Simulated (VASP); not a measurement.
Ir, 1 atom in the cell. The structure is cubic, space group Im-3m (No. 229). The conventional cell has a = 3.061 Å, b = 3.061 Å, c = 3.061 Å, α = 90.00°, β = 90.00°, γ = 90.00°. Within 3.5 Å of Ir (site symmetry m-3m) lie 14 Ir at 2.65 to 3.06 Å. This isn't the form of Ir at room conditions, which is fcc.

```yaml
Program: VASP 6.6.1
Task: single point
Functional: LDA
Potentials_or_basis: VASP PAW LDA potentials, release 64 (Ir)
Cutoff: 520 eV
k_mesh: 20 × 20 × 20
Occupations: fermi-dirac, width 0.08 eV
Spin: no spin polarisation
Dipole_correction: no
Further_INCAR_settings: ALGO = Normal; EDIFF = 1e-06; NBANDS = 10
```

Potentials or basis: VASP PAW LDA potentials, release 64 (Ir).

Launch:

```bash
$ cat potpaw_LDA.64/Ir/POTCAR > POTCAR
$ mpirun -np 1 vasp_std > vasp.out
```

Hardware: 1 thread of Intel Xeon 8259CL, with other jobs on the host.

Q: How long does it take, and how much memory?

A: Run time: 45 s on 1 thread of Intel Xeon 8259CL, with other jobs on the host, peak memory 0.15 GiB. Counts: scf iterations 12, k points 256.
